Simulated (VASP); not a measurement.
# KBr (Pm-3m) in VASP: electric field gradients with r2SCAN

Aim: the electric field gradients of KBr with r2SCAN.

All numbers are computed with VASP 6.6.1; they aren't measurements. Logs are shortened: lines on timing, memory, paths and dates and some standing lists are left out, and cuts for length are marked.

## 1. The cell of the first run

Symmetry: Pm-3m, No. 221, cubic system. Conventional cell: a = 4.043 Å, b = 4.043 Å, c = 4.043 Å, α = 90.00°, β = 90.00°, γ = 90.00°. Within 4.6 Å of Br (site symmetry m-3m) lie 8 K at 3.50 Å and 6 Br at 4.04 Å. Within 4.6 Å of K (site symmetry m-3m) lie 8 Br at 3.50 Å and 6 K at 4.04 Å.

## 2. Electric field gradients, r2SCAN

The input, POSCAR:

```
KBr
1.0
    4.0434990000      0.0000000000      0.0000000000
    0.0000000000      4.0434990000      0.0000000000
    0.0000000000      0.0000000000      4.0434990000
Br K
1 1
Direct
    0.5000000000      0.5000000000      0.5000000000
    0.0000000000      0.0000000000      0.0000000000
```

The input, INCAR.step1:

```
PREC = Accurate
ENCUT = 520
ISMEAR = 0
SIGMA = 0.15
LREAL = False
LASPH = True
NELM = 80
NBANDS = 15
GGA = PE
ALGO = Normal
EDIFF = 1E-4
LWAVE = True
LCHARG = False
```

The input, INCAR.step2:

```
PREC = Accurate
ENCUT = 520
EDIFF = 1E-8
ISMEAR = 0
SIGMA = 0.15
LREAL = False
LASPH = True
NELM = 80
ALGO = Normal
ISIF = 2
LWAVE = False
LCHARG = False
METAGGA = R2SCAN
LMIXTAU = True
LEFG = True
NBANDS = 15
ISTART = 1
```

The input, KPOINTS:

```
regular mesh
0
Gamma
  7 7 7
```

Potentials or basis: VASP PAW PBE potentials, release 64 (Br, K_sv).

Launch:

```bash
$ cat potpaw_PBE.64/Br/POTCAR potpaw_PBE.64/K_sv/POTCAR > POTCAR
$ cp INCAR.step1 INCAR
$ mpirun -np 1 vasp_std > vasp.out
$ cp INCAR.step2 INCAR
$ mpirun -np 1 vasp_std > vasp.out
```

OUTCAR:

```text
PREC = Accurate
   ENCUT = 520
   EDIFF = 1E-8
   ISMEAR = 0
   LREAL = False
   LASPH = True
   NELM = 80
   ISIF = 2
   METAGGA = R2SCAN
   ISTART = 1

 ion  position               nearest neighbor table
   1  0.500  0.500  0.500-
   2  0.000  0.000  0.000-

  LATTYP: Found a simple cubic cell.
 ALAT       =     4.0434990000

  Lattice vectors:

 A1 = (   4.0434990000,   0.0000000000,   0.0000000000)
 A2 = (   0.0000000000,   4.0434990000,   0.0000000000)
 A3 = (   0.0000000000,   0.0000000000,   4.0434990000)

Analysis of symmetry for initial positions (statically):
=====================================================================
 Subroutine PRICEL returns:
 Original cell was already a primitive cell.

 Routine SETGRP: Setting up the symmetry group for a
 simple cubic supercell.

 Subroutine GETGRP returns: Found 48 space group operations
 (whereof 48 operations were pure point group operations)
 out of a pool of 48 trial point group operations.

The static configuration has the point symmetry O_h .

Analysis of symmetry for dynamics (positions and initial velocities):
=====================================================================
 Subroutine PRICEL returns:
 Original cell was already a primitive cell.

 Routine SETGRP: Setting up the symmetry group for a
 simple cubic supercell.

 Subroutine GETGRP returns: Found 48 space group operations
 (whereof 48 operations were pure point group operations)
 out of a pool of 48 trial point group operations.

The dynamic configuration has the point symmetry O_h .

 Subroutine INISYM returns: Found 48 space group operations
 (whereof 48 operations are pure point group operations),
 and found     1 'primitive' translations

----------------------------------------------------------------------------------------

                                     Primitive cell

  volume of cell :      66.1107

  direct lattice vectors                    reciprocal lattice vectors
     4.043499000  0.000000000  0.000000000     0.247310559  0.000000000  0.000000000
     0.000000000  4.043499000  0.000000000     0.000000000  0.247310559  0.000000000
     0.000000000  0.000000000  4.043499000     0.000000000  0.000000000  0.247310559

[... 128 lines left out ...]

 val. band max:       -1.1686784140   @ k =   0.4286   0.4286   0.0000
 cond. band min:       3.4505022618   @ k =   0.0000   0.0000   0.0000
 fundamental gap:      4.6191806758
 Fermi energy:        -0.5376188170

 k-point     1 :       0.0000    0.0000    0.0000
  band No.  band energies     occupation
      1     -30.9584      2.00000
      2     -14.3648      2.00000
      3     -13.6132      2.00000
      4     -13.6132      2.00000
      5     -13.6132      2.00000
      6      -1.4078      2.00000
      7      -1.4078      2.00000
      8      -1.4078      2.00000
      9       3.4505      0.00000
     10       5.2723      0.00000
     11       5.2723      0.00000
     12       9.3102      0.00000
     13       9.3102      0.00000
     14       9.3102      0.00000
[... 329 lines left out ...]
      2     -14.0057      2.00000
      3     -13.7139      2.00000
      4     -13.7139      2.00000
      5     -13.7093      2.00000
      6      -2.5210      2.00000
      7      -2.5210      2.00000
      8      -2.4981      2.00000
      9       6.6196      0.00000
     10       6.8748      0.00000
     11       6.8748      0.00000
     12       8.8501      0.00000
     13       9.0444      0.00000
     14       9.0444      0.00000
     15      10.8586      0.00000

------------------------ aborting loop because EDIFF is reached ----------------------------------------

  FORCE on cell =-STRESS in cart. coord.  units (eV):
  Direction    XX          YY          ZZ          XY          YZ          ZX
  --------------------------------------------------------------------------------------
  -------------------------------------------------------------------------------------
  Total       -0.3522977     -0.3522977     -0.3522977     -0.0000000     -0.0000000      0.0000000
  in kB       -8.5378474     -8.5378474     -8.5378474     -0.0000000     -0.0000000      0.0000000
  external PRESSURE =      -8.5378474 kB  Pullay stress =       0.0000000 kB

 VOLUME and BASIS-vectors are now :
 -----------------------------------------------------------------------------
  energy-cutoff  :      520.00
  volume of cell :       66.11
      direct lattice vectors                 reciprocal lattice vectors
     4.043499000  0.000000000  0.000000000     0.247310559  0.000000000  0.000000000
     0.000000000  4.043499000  0.000000000     0.000000000  0.247310559  0.000000000
     0.000000000  0.000000000  4.043499000     0.000000000  0.000000000  0.247310559

 POSITION                                       TOTAL-FORCE (eV/Angst)
 -----------------------------------------------------------------------------------
      2.02175      2.02175      2.02175         0.000000      0.000000      0.000000
      0.00000      0.00000      0.00000         0.000000      0.000000      0.000000
 -----------------------------------------------------------------------------------
    total drift:                                0.000000      0.000000     -0.000000

  FREE ENERGIE OF THE ION-ELECTRON SYSTEM (eV)
  ---------------------------------------------------
  free  energy   TOTEN  =       -23.1351301927 eV

  energy  without entropy=      -23.1351301926  energy(sigma->0) =      -23.13513019

 Electric field gradients (V/A^2)
---------------------------------------------------------------------
 ion       V_xx      V_yy      V_zz      V_xy      V_xz      V_yz
---------------------------------------------------------------------
   1      -0.000    -0.000    -0.000     0.000    -0.000    -0.000
   2      -0.000    -0.000    -0.000    -0.000     0.000     0.000
---------------------------------------------------------------------

 Electric field gradients after diagonalization (V/A^2)
 (convention: |V_zz| > |V_xx| > |V_yy|)
----------------------------------------------------------------------
 ion       V_xx      V_yy      V_zz     asymmetry (V_yy - V_xx)/ V_zz
----------------------------------------------------------------------
   1      -0.000    -0.000    -0.000      -0.072
   2      -0.000    -0.000    -0.000      -0.109
----------------------------------------------------------------------

           NMR quadrupolar parameters

 Cq : quadrupolar parameter    Cq=e*Q*V_zz/h
 eta: asymmetry parameters     (V_yy - V_xx)/ V_zz
 Q  : nuclear electric quadrupole moment in mb (millibarn)
----------------------------------------------------------------------
 ion       Cq(MHz)       eta       Q (mb)
----------------------------------------------------------------------
   1      -0.000      -0.072       1.000
   2      -0.000      -0.109       1.000
----------------------------------------------------------------------
```

OSZICAR.step1:

```text
N       E                     dE             d eps       ncg     rms          rms(c)
DAV:   1     0.992503856979E+02    0.99250E+02   -0.69767E+03   600   0.937E+02
DAV:   2    -0.198900036044E-01   -0.99270E+02   -0.91576E+02   747   0.230E+02
DAV:   3    -0.603016053600E+01   -0.60103E+01   -0.59774E+01   845   0.495E+01
DAV:   4    -0.628084043697E+01   -0.25068E+00   -0.25066E+00   874   0.890E+00
DAV:   5    -0.628271782139E+01   -0.18774E-02   -0.18774E-02   831   0.889E-01    0.260E+00
DAV:   6    -0.610479432960E+01    0.17792E+00   -0.15545E-01   775   0.222E+00    0.192E+00
DAV:   7    -0.607515652112E+01    0.29638E-01   -0.91297E-02   789   0.190E+00    0.942E-01
DAV:   8    -0.607805455589E+01   -0.28980E-02   -0.13829E-02   819   0.848E-01    0.116E-01
DAV:   9    -0.607822225826E+01   -0.16770E-03   -0.48281E-04   824   0.172E-01    0.796E-02
DAV:  10    -0.607838675715E+01   -0.16450E-03   -0.22164E-04   620   0.107E-01    0.148E-02
DAV:  11    -0.607838754612E+01   -0.78897E-06   -0.81368E-06   447   0.209E-02
   1 F= -.60783875E+01 E0= -.60783875E+01  d E =-.467925E-12
```

Wall time 86 s (1 thread of Intel Xeon Platinum 8259CL at 2.50GHz (Skylake/Cascade Lake), shared host); peak memory 0.18 GiB.

Results:

```
Free energy            : -23.1351 eV
Pressure               : -0.9 GPa
Band gap on the k mesh : 4.62 eV, indirect (least direct gap 4.86 eV)
```

Caveat: without QUAD_EFG the Cq values of the log hold for a quadrupole moment of 1 mb, not for the nuclei; the PAW data sets were made with another functional, which shifts forces and pressure a little.
